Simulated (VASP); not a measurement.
Here is a VASP 6.6.1 calculation.

Contents of INCAR:

```
SYSTEM = PN
PREC = Accurate ; ENCUT = 520
EDIFF = 1E-6 ; ISMEAR = 0
SIGMA = 0.1 ; LREAL = .False.
LASPH = .True. ; NELM = 60
ALGO = Normal ; ISIF = 2
LWAVE = .False. ; LCHARG = .False.
GGA = PE ; NBANDS = 18
```

Contents of KPOINTS:

```
regular mesh
0
Gamma
  6 6 2
  0 0 0
```

POSCAR

```
PN
1.0
    3.1758906607      0.0000000000      0.0000000000
   -1.5879453304      2.7504019918      0.0000000000
    0.0000000000      0.0000000000      7.7202550564
P N
2 2
Direct
    0.3333333333      0.6666666667      0.2500000000
    0.6666666667      0.3333333333      0.7500000000
    0.3333333333      0.6666666667      0.7500000000
    0.6666666667      0.3333333333      0.2500000000
```

Potentials or basis: VASP PAW PBE potentials, release 64 (P, N).

Command:

```sh
$ cat potpaw_PBE.64/P/POTCAR potpaw_PBE.64/N/POTCAR > POTCAR
$ mpirun -np 1 vasp_std > vasp.out
```

(1) What does it give for the pressure?

(2) What does it give for the band gap on the k mesh?

Results:

(1) -0.3 GPa.

(2) zero (band 10 reaches 4.17 eV, above the bottom of band 11 at 3.42 eV).

Caveat: the k points lie up to 0.41 Å⁻¹ apart; this functional lacks dispersion, which binds the layers, so the pressure and a relaxed spacing across them are unreliable.
